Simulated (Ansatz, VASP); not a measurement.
**Two plane-wave programs on GaAs**

```xyz
2
Lattice="0.0000 2.6645 2.6645 2.6645 0.0000 2.6645 2.6645 2.6645 0.0000" Properties=species:S:1:pos:R:3 pbc="T T T"
Ga    0.0000    0.0000    0.0000
As    2.6645    2.6645    2.6645
```

Alike in both runs: task single point; functional PBEsol; k mesh 6 × 6 × 6; occupations fermi-dirac, width 0.001 eV; no spin polarisation.

|  | VASP | Ansatz |
| --- | --- | --- |
| version | VASP 6.6.1 | Ansatz 0.2.0 |
| potentials or method | VASP PAW PBE potentials, release 64 (Ga_d, As) | plane waves |
| plane-wave cutoff (eV) | 520 | 420 |
| valence electrons in the cell | 18 | 28 |

```tsv
	VASP	Ansatz	Ansatz less VASP
pressure (GPa)	-1.3	-1.5	-0.23
```

VASP's potentials were made for PBE, not for PBEsol. VASP's potentials hold 18 valence electrons a cell and Ansatz's 28, so a difference there can come from the potentials and not from the codes.
